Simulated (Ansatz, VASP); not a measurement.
Ni: VASP beside Ansatz

```
Ni
1.0
    -1.39784    1.39784    1.39784
     1.39784   -1.39784    1.39784
     1.39784    1.39784   -1.39784
Ni
1
Cartesian
  0.0000 0.0000 0.0000
```

Alike in both runs: functional PBE; k mesh 16 × 16 × 16; occupations fermi-dirac, width 0.1 eV; no spin polarisation.

Ansatz relaxed the structure, and its values are those at the end. VASP's run is a single point on that final structure, the one shown.

```csv
,VASP,Ansatz
version,VASP 6.6.1,Ansatz 0.2.0
potentials or method,"VASP PAW PBE potentials, release 64 (Ni), cutoff 520 eV","plane waves (420 eV) with PAW, scalar-relativistic"
valence electrons in the cell,10,18
```

```csv
,VASP,Ansatz,Ansatz less VASP
pressure (GPa),0.0,0.0,+0.05
```

VASP's potentials hold 10 valence electrons a cell and Ansatz's 18, so a difference there can come from the potentials and not from the codes.
